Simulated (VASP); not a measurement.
Input of a VASP 6.6.1 run:

POSCAR

```
Rh
1.0
    0.0000000000      1.9228245745      1.9228245745
    1.9228245745      0.0000000000      1.9228245745
    1.9228245745      1.9228245745      0.0000000000
Rh
1
Direct
    0.0000000000      0.0000000000      0.0000000000
```

File INCAR.step1:

```
ALGO = Normal ; EDIFF = 1E-5
ENCUT = 580 ; GGA = PE
GGA_COMPAT = F ; ISMEAR = -1
LASPH = T ; LCHARG = F
LREAL = F ; LWAVE = T
NBANDS = 14 ; NELM = 120
PREC = Accurate ; SIGMA = 0.05
```

File INCAR.step2:

```
ALGO = Normal ; EDIFF = 1E-6
ENCUT = 580 ; GGA_COMPAT = F
ISIF = 2 ; ISMEAR = -1
ISTART = 1 ; LASPH = T
LCHARG = F ; LMIXTAU = T
LREAL = F ; LWAVE = F
METAGGA = R2SCAN ; NBANDS = 14
NELM = 120 ; PREC = Accurate
SIGMA = 0.05
```

KPOINTS

```
k-points
0
Gamma
  12 12 12
```

Potentials or basis: VASP PAW PBE potentials, release 64 (Rh_sv_GW).

Run with:

```console
$ cat potpaw_PBE.64/Rh_sv_GW/POTCAR > POTCAR
$ cp INCAR.step1 INCAR
$ mpirun -np 1 vasp_std > vasp.out
$ cp INCAR.step2 INCAR
$ mpirun -np 1 vasp_std > vasp.out
```

Problem. Estimate the pressure.

Solution. -10.9 GPa.

Caveat: the PAW data sets were made with another functional, which shifts forces and pressure a little.
